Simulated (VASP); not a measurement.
Input of a VASP 6.6.1 run:

Contents of INCAR:

```
PREC = Accurate
ENCUT = 520
EDIFF = 1E-6
ISMEAR = 0
SIGMA = 0.05
LREAL = False
LASPH = True
NELM = 150
ALGO = Normal
ISIF = 2
LWAVE = False
LCHARG = False
ISPIN = 2
MAGMOM = 1.5 1.5
LORBIT = 11
LMAXMIX = 4
GGA = PS
NBANDS = 22
```

File KPOINTS:

```
Automatic mesh
0
Gamma
  1 1 19
```

File POSCAR:

```
Y
1.0
   11.8000000000      0.0000000000      0.0000000000
    0.0000000000      9.3000000000      0.0000000000
    0.0000000000      0.0000000000      3.3200931672
Y
2
Direct
    0.3805530920      0.5000000000      0.0000000000
    0.6194469080      0.5000000000      0.5000000000
```

Potentials or basis: VASP PAW PBE potentials, release 64 (Y_sv).

The run is started by

```console
$ cat potpaw_PBE.64/Y_sv/POTCAR > POTCAR
$ mpirun -np 1 vasp_std > vasp.out
```

**Question.** What does it give for the site moments?

**Answer.** Y +0.53 μB.

**Question.** Estimate the net moment.

**Answer.** 2.00 μB per cell.

Forces in eV/Å, atoms in the order of the input:
```
Y    0.424  0.000  0.000
Y   -0.424  0.000  0.000
```

Caveat: the PAW data sets were made with another functional, which shifts forces and pressure a little.
